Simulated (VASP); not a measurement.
# MnSi (P2_13) in VASP: further runs

Runs on MnSi. Level: PBEsol. Tasks: single point.

Program: VASP 6.6.1. These are calculated values, not measurements. Logs are shortened: lines on timing, memory, paths and dates and some standing lists are left out, and cuts for length are marked.

## Step 1: The cell of the first run

The structure is cubic, space group P2_13 (No. 198). The conventional cell has a = 4.469 Å, b = 4.469 Å, c = 4.469 Å, α = 90.00°, β = 90.00°, γ = 90.00°. Mn (site symmetry 3) has 7 Si at 2.26 to 2.49 Å and 6 Mn at 2.74 Å within 3.0 Å. Si (site symmetry 3) has 7 Mn at 2.26 to 2.49 Å and 6 Si at 2.76 Å within 3.0 Å.

## Step 2: Single point, PBEsol, collinear spin, ferromagnetic start

Input file INCAR:

```
SYSTEM = MnSi
  PREC = Accurate
  ENCUT = 520
  EDIFF = 1E-6
  ISMEAR = -1
  SIGMA = 0.05
  LREAL = .False.
  LASPH = .True.
  NELM = 150
  ALGO = Normal
  ISIF = 2
  LWAVE = .False.
  LCHARG = .False.
  ISPIN = 2
  MAGMOM = 4 4 4 4 0 0 0 0
  LORBIT = 11
  LMAXMIX = 4
  GGA = PS
  NBANDS = 48
```

Input file KPOINTS:

```
Automatic mesh
0
Gamma
  6 6 6
  0 0 0
```

Input file POSCAR:

```
MnSi
1.0
    4.4693359056      0.0000000000      0.0000000000
    0.0000000000      4.4693359056      0.0000000000
    0.0000000000      0.0000000000      4.4693359056
Mn Si
4 4
Direct
    0.8628974762      0.6371025238      0.3628974762
    0.6371025238      0.3628974762      0.8628974762
    0.3628974762      0.8628974762      0.6371025238
    0.1371025238      0.1371025238      0.1371025238
    0.1545996257      0.3454003743      0.6545996257
    0.3454003743      0.6545996257      0.1545996257
    0.6545996257      0.1545996257      0.3454003743
    0.8454003743      0.8454003743      0.8454003743
```

Potentials or basis: VASP PAW PBE potentials, release 64 (Mn_pv, Si).

Run with:

```sh
cat potpaw_PBE.64/Mn_pv/POTCAR potpaw_PBE.64/Si/POTCAR > POTCAR
mpirun -np 1 vasp_std > vasp.out
```

OUTCAR:

```text
SYSTEM = MnSi
   PREC = Accurate
   ENCUT = 520
   EDIFF = 1E-6
   ISMEAR = -1
   LREAL = .False.
   LASPH = .True.
   NELM = 150
   ISIF = 2
   ISPIN = 2
   LORBIT = 11
   GGA = PS

 ion  position               nearest neighbor table
   1  0.863  0.637  0.363-   5 2.26   6 2.35   7 2.35   8 2.35   7 2.49   8 2.49   6 2.49   2 2.74
                             2 2.74   3 2.74   4 2.74   3 2.74   4 2.74
   2  0.637  0.363  0.863-   6 2.26   5 2.35   7 2.35   8 2.35   5 2.49   7 2.49   8 2.49   1 2.74
                             1 2.74   3 2.74   3 2.74   4 2.74   4 2.74
   3  0.363  0.863  0.637-   7 2.26   6 2.35   5 2.35   8 2.35   6 2.49   5 2.49   8 2.49   1 2.74
                             4 2.74   2 2.74   2 2.74   1 2.74   4 2.74
   4  0.137  0.137  0.137-   8 2.26   6 2.35   7 2.35   5 2.35   6 2.49   5 2.49   7 2.49   2 2.74
                             3 2.74   1 2.74   3 2.74   1 2.74   2 2.74
   5  0.155  0.345  0.655-   1 2.26   2 2.35   3 2.35   4 2.35   3 2.49   4 2.49   2 2.49   8 2.76
                             6 2.76   6 2.76   8 2.76   7 2.76   7 2.76
   6  0.345  0.655  0.155-   2 2.26   1 2.35   3 2.35   4 2.35   1 2.49   3 2.49   4 2.49   8 2.76
                             5 2.76   5 2.76   7 2.76   7 2.76   8 2.76
   7  0.655  0.155  0.345-   3 2.26   2 2.35   1 2.35   4 2.35   2 2.49   1 2.49   4 2.49   8 2.76
                             8 2.76   5 2.76   6 2.76   6 2.76   5 2.76
   8  0.845  0.845  0.845-   4 2.26   2 2.35   3 2.35   1 2.35   2 2.49   1 2.49   3 2.49   5 2.76
                             6 2.76   7 2.76   7 2.76   5 2.76   6 2.76

  LATTYP: Found a simple cubic cell.
 ALAT       =     4.4693359056

  Lattice vectors:

 A1 = (   4.4693359056,   0.0000000000,   0.0000000000)
 A2 = (   0.0000000000,   4.4693359056,   0.0000000000)
 A3 = (   0.0000000000,   0.0000000000,   4.4693359056)

Analysis of symmetry for initial positions (statically):
=====================================================================
 Subroutine PRICEL returns:
 Original cell was already a primitive cell.

 Routine SETGRP: Setting up the symmetry group for a
 simple cubic supercell.

 Subroutine GETGRP returns: Found 12 space group operations
 (whereof  3 operations were pure point group operations)
 out of a pool of 48 trial point group operations.

The static configuration has the point symmetry C_3 .
 The point group associated with its full space group is T   .

Analysis of symmetry for dynamics (positions and initial velocities):
=====================================================================
 Subroutine PRICEL returns:
 Original cell was already a primitive cell.

 Routine SETGRP: Setting up the symmetry group for a
 simple cubic supercell.

 Subroutine GETGRP returns: Found 12 space group operations
 (whereof  3 operations were pure point group operations)
 out of a pool of 48 trial point group operations.

The dynamic configuration has the point symmetry C_3 .
 The point group associated with its full space group is T   .

Analysis of structural, dynamic, and magnetic symmetry:
=====================================================================
 Subroutine PRICEL returns:
 Original cell was already a primitive cell.

 Routine SETGRP: Setting up the symmetry group for a
 simple cubic supercell.

 Subroutine GETGRP returns: Found 12 space group operations
 (whereof  3 operations were pure point group operations)
 out of a pool of 48 trial point group operations.

The overall configuration has the point symmetry C_3 .
 The point group associated with its full space group is T   .

 Subroutine INISYM returns: Found 12 space group operations
 (whereof  3 operations are pure point group operations),
 and found     1 'primitive' translations

----------------------------------------------------------------------------------------

                                     Primitive cell

  volume of cell :      89.2748

  direct lattice vectors                    reciprocal lattice vectors
     4.469335906  0.000000000  0.000000000     0.223746888  0.000000000  0.000000000
     0.000000000  4.469335906  0.000000000     0.000000000  0.223746888  0.000000000
     0.000000000  0.000000000  4.469335906     0.000000000  0.000000000  0.223746888

  length of vectors
     4.469335906  4.469335906  4.469335906     0.223746888  0.223746888  0.223746888

  position of ions in fractional coordinates (direct lattice)
     0.862897476  0.637102524  0.362897476
     0.637102524  0.362897476  0.862897476
[... 80 lines left out ...]
   ISTART =      0    job   : 0-new  1-cont  2-samecut
   ICHARG =      2    charge: 1-file 2-atom 10-const
   ISPIN  =      2    spin polarized calculation?
   LNONCOLLINEAR =      F non collinear calculations
   LSORBIT =      F    spin-orbit coupling
   LASPH  =      T    aspherical Exc in radial PAW
   ENCUT  =  520.0 eV  38.22 Ry    6.18 a.u.   8.31  8.31  8.31*2*pi/ulx,y,z
   NELM   =    150;   NELMIN=  2; NELMDL= -5     # of ELM steps
   EDIFF  = 0.1E-05   stopping-criterion for ELM
   LREAL  =      F    real-space projection
   EDIFFG = 0.1E-04   stopping-criterion for IOM
   NSW    =      0    number of steps for IOM
   IBRION =     -1    ionic relax: 0-MD 1-quasi-New 2-CG
   NFREE  =      0    steps in history (QN), initial steepest desc. (CG)
   ISIF   =      2    stress and relaxation
   ISYM   =      2    0-nonsym 1-usesym 2-fastsym
   POTIM  = 0.5000    time-step for ionic-motion
   TEBEG  =    0.0;   TEEND  =   0.0 temperature during run
   PSTRESS=    0.0 pullay stress
   NELECT =      68.0000    total number of electrons
   NUPDOWN=      -1.0000    fix difference up-down
   EMIN   =  10.00;   EMAX   =-10.00  energy-range for DOS
   EFERMI =   0.00;   METHOD = LEGACY
   ISMEAR =    -1;   SIGMA  =   0.05  broadening in eV -4-tet -1-fermi 0-gaus
   EFERMI_NEDOS =   21; number of points for ismear=-14 and -15
   IALGO  =     38    algorithm
   IMIX   =      4    mixing-type and parameters
     AMIX     =   0.40;   BMIX     =  1.00
     AMIX_MAG =   1.60;   BMIX_MAG =  1.00
  volume/ion in A,a.u.               =      11.16        75.31
  Fermi-wavevector in a.u.,A,eV,Ry     =   1.495093  2.825316 30.413135  2.235302
  Thomas-Fermi vector in A             =   2.607282
   LORBIT       =     11    0 simple, 1 ext, 2 COOP (PROOUT), +10 PAW based schemes
   GGA     = PS    functional components
   LHFCALC =     F    Hartree Fock is set to
   AEXX    =    0.0000 exact exchange contribution
   IVDW    =     0    specifies the selected vdW correction
   LEPSILON=     F    determine dielectric tensor
   LRPA    =     F    only Hartree local field effects (RPA)
 spin polarized calculation
  energy-cutoff  :      520.00
  volume of cell :       89.27
 maximum number of plane-waves:      2469
 NGX is ok and might be reduce to    36
   NGX = 17   NGY = 17   NGZ = 17

 number of electron      68.0000000 magnetization      16.0000000

 number of electron      68.0000011 magnetization       3.4691593

 Free energy of the ion-electron system (eV)
  ---------------------------------------------------
  ext. energy  EPLUGINS =         0.00000000
  ---------------------------------------------------
  free energy    TOTEN  =       -66.32408275 eV

  energy without entropy =      -66.27285393  energy(sigma->0) =      -66.29846834

 E-fermi :  11.4367     XC(G=0): -13.0924

 val. band max:       11.4303137183   @ k =   0.3333   0.3333   0.1667
 cond. band min:      11.4542275773   @ k =   0.5000   0.5000   0.5000
 fundamental gap:      0.0239138590
 Fermi energy:        11.4366804279

 spin component 1

 k-point     1 :       0.0000    0.0000    0.0000
  band No.  band energies     occupation
      1     -36.6995      1.00000
      2     -36.6995      1.00000
      3     -36.6995      1.00000
      4     -36.6183      1.00000
      5     -36.6183      1.00000
      6     -36.6183      1.00000
[... 1165 lines left out ...]
     45      17.6490      0.00000
     46      17.6490      0.00000
 Fermi energy:        11.4366804279

 spin component 2

 k-point     1 :       0.0000    0.0000    0.0000
  band No.  band energies     occupation
      1     -35.8295      1.00000
      2     -35.8295      1.00000
      3     -35.8295      1.00000
      4     -35.7293      1.00000
      5     -35.6414      1.00000
      6     -35.6414      1.00000
[... 1165 lines left out ...]
     45      17.9013      0.00000
     46      17.9013      0.00000
 [bands above 46 left out]

------------------------ aborting loop because EDIFF is reached ----------------------------------------

  FORCE on cell =-STRESS in cart. coord.  units (eV):
  Direction    XX          YY          ZZ          XY          YZ          ZX
  --------------------------------------------------------------------------------------
  -------------------------------------------------------------------------------------
  Total        0.1122997      0.1122997      0.1122997     -0.0000000     -0.0000000      0.0000000
  in kB        2.0153956      2.0153956      2.0153956     -0.0000000     -0.0000000      0.0000000
  external PRESSURE =       2.0153956 kB  Pullay stress =       0.0000000 kB

 VOLUME and BASIS-vectors are now :
 -----------------------------------------------------------------------------
  energy-cutoff  :      520.00
  volume of cell :       89.27
      direct lattice vectors                 reciprocal lattice vectors
     4.469335906  0.000000000  0.000000000     0.223746888  0.000000000  0.000000000
     0.000000000  4.469335906  0.000000000     0.000000000  0.223746888  0.000000000
     0.000000000  0.000000000  4.469335906     0.000000000  0.000000000  0.223746888

 POSITION                                       TOTAL-FORCE (eV/Angst)
 -----------------------------------------------------------------------------------
      3.85658      2.84743      1.62191        -0.009956      0.009956     -0.009956
      2.84743      1.62191      3.85658         0.009956     -0.009956     -0.009956
      1.62191      3.85658      2.84743        -0.009956     -0.009956      0.009956
      0.61276      0.61276      0.61276         0.009956      0.009956      0.009956
      0.69096      1.54371      2.92563         0.000783     -0.000783      0.000783
      1.54371      2.92563      0.69096        -0.000783      0.000783      0.000783
      2.92563      0.69096      1.54371         0.000783      0.000783     -0.000783
      3.77838      3.77838      3.77838        -0.000783     -0.000783     -0.000783
 -----------------------------------------------------------------------------------
    total drift:                               -0.000001     -0.000001     -0.000000

  FREE ENERGIE OF THE ION-ELECTRON SYSTEM (eV)
  ---------------------------------------------------
  free  energy   TOTEN  =       -66.3240827469 eV

  energy  without entropy=      -66.2728539340  energy(sigma->0) =      -66.29846834

 total charge

# of ion       s       p       d       tot
------------------------------------------
    1        0.348   6.413   5.334  12.096
    2        0.348   6.413   5.334  12.096
    3        0.348   6.413   5.334  12.096
    4        0.348   6.413   5.334  12.096
    5        0.744   0.924   0.000   1.668
    6        0.744   0.924   0.000   1.668
    7        0.744   0.924   0.000   1.668
    8        0.744   0.924   0.000   1.668
--------------------------------------------------
tot          4.371  29.348  21.337  55.056

 magnetization (x)

# of ion       s       p       d       tot
------------------------------------------
    1        0.000   0.005   0.906   0.911
    2        0.000   0.005   0.906   0.911
    3        0.000   0.005   0.906   0.911
    4        0.000   0.005   0.906   0.911
    5       -0.011  -0.028   0.000  -0.039
    6       -0.011  -0.028   0.000  -0.039
    7       -0.011  -0.028   0.000  -0.039
    8       -0.011  -0.028   0.000  -0.039
--------------------------------------------------
tot         -0.043  -0.093   3.625   3.489
```

Wall time 3 min (1 thread of AMD EPYC 7R43 (Zen 3), shared host); peak memory 0.29 GiB.

What came out:

```yaml
Free_energy: -66.3241 eV
Pressure: 0.2 GPa
Largest_force: 0.017 eV/Å
Net_moment: 3.47 μB per cell
Site_moments: Mn +0.91; Si -0.04 μB
Valence_electrons_inside_the_program's_atomic_spheres: Mn 12.10; Si 1.67
```

Forces on the atoms (eV/Å):
```
Mn  -0.010  0.010 -0.010
Mn   0.010 -0.010 -0.010
Mn  -0.010 -0.010  0.010
Mn   0.010  0.010  0.010
Si   0.001 -0.001  0.001
Si  -0.001  0.001  0.001
Si   0.001  0.001 -0.001
Si  -0.001 -0.001 -0.001
```

Caveat: the PAW data sets were made with another functional, which shifts forces and pressure a little.

## Step 3: Single point, PBEsol, collinear spin, ferromagnetic start

This run uses another cell than the first one, of 11.76 Å³/atom.

Input file INCAR:

```
PREC     = Accurate       # precision mode
ENCUT    = 520            # plane-wave cutoff, eV
EDIFF    = 1E-6           # SCF threshold, eV
ISMEAR   = -1             # smearing method
SIGMA    = 0.05           # smearing width, eV
LREAL    = False          # projectors in reciprocal space
LASPH    = True           # aspherical terms in the spheres
NELM     = 150            # most SCF steps
ALGO     = Normal         # electronic algorithm
ISIF     = 2              # what is computed and relaxed
LWAVE    = False          # write WAVECAR
LCHARG   = False          # write CHGCAR
ISPIN    = 2              # spin polarisation
MAGMOM   = 4 4 4 4 0 0 0 0 # initial moments
LORBIT   = 11             # projections on sites
LMAXMIX  = 4              # l up to which the mixer works
GGA      = PS             # functional
NBANDS   = 48             # bands
```

Input file KPOINTS:

```
Automatic mesh
0
Gamma
  6 6 6
```

Input file POSCAR:

```
MnSi
1.0
    4.5480000000      0.0000000000      0.0000000000
    0.0000000000      4.5480000000      0.0000000000
    0.0000000000      0.0000000000      4.5480000000
Mn Si
4 4
Direct
    0.8620000000      0.6380000000      0.3620000000
    0.6380000000      0.3620000000      0.8620000000
    0.3620000000      0.8620000000      0.6380000000
    0.1380000000      0.1380000000      0.1380000000
    0.1540000000      0.3460000000      0.6540000000
    0.3460000000      0.6540000000      0.1540000000
    0.6540000000      0.1540000000      0.3460000000
    0.8460000000      0.8460000000      0.8460000000
```

Potentials or basis: VASP PAW PBE potentials, release 64 (Mn_pv, Si).

Run with:

```sh
cat potpaw_PBE.64/Mn_pv/POTCAR potpaw_PBE.64/Si/POTCAR > POTCAR
mpirun -np 1 vasp_std > vasp.out
```

It took 2.9 min on 1 thread of AMD EPYC 7R43 (Zen 3), shared host; peak memory 0.29 GiB.

Results (log left out):

```yaml
Free_energy: -66.1578 eV
Pressure: -10.6 GPa
Largest_force: 0.263 eV/Å
Net_moment: 3.88 μB per cell
Site_moments: Mn +1.03; Si -0.05 μB
Valence_electrons_inside_the_program's_atomic_spheres: Mn 11.98; Si 1.63
```

Forces on the atoms (eV/Å):
```
Mn   0.152 -0.152  0.152
Mn  -0.152  0.152  0.152
Mn   0.152  0.152 -0.152
Mn  -0.152 -0.152 -0.152
Si   0.067 -0.067  0.067
Si  -0.067  0.067  0.067
Si   0.067  0.067 -0.067
Si  -0.067 -0.067 -0.067
```

Levels at points of the mesh, in eV from the Fermi level:
Spin up:
```csv
k point,band 34,band 35,band 36,band 37,band 38,band 39
"(0.00, 0.00, 0.00)",-0.35,-0.28,-0.28,0.72,0.72,0.72
"(0.50, 0.00, 0.00)",-0.58,-0.11,-0.11,0.25,0.25,1.76
"(0.50, 0.50, 0.00)",-1.02,-0.55,-0.55,0.71,0.71,1.24
"(0.50, 0.50, 0.50)",-0.67,-0.67,-0.67,0.54,0.54,0.54
```
Spin down:
```csv
k point,band 28,band 29,band 30,band 31,band 32,band 33,band 34,band 35,band 36,band 37
"(0.00, 0.00, 0.00)",-1.82,-1.38,-1.38,-1.38,0.63,0.63,0.63,0.94,0.94,1.50
"(0.50, 0.00, 0.00)",-1.77,-1.16,-1.16,-0.42,-0.42,0.56,0.56,0.87,0.87,1.02
"(0.50, 0.50, 0.00)",-0.97,-0.59,-0.59,-0.50,-0.50,-0.25,-0.25,0.57,0.57,1.41
"(0.50, 0.50, 0.50)",-1.83,0.07,0.07,0.07,0.07,0.22,0.22,0.22,0.22,1.24
```

Caveat: the cell stands under tension; the PAW data sets were made with another functional, which shifts forces and pressure a little.
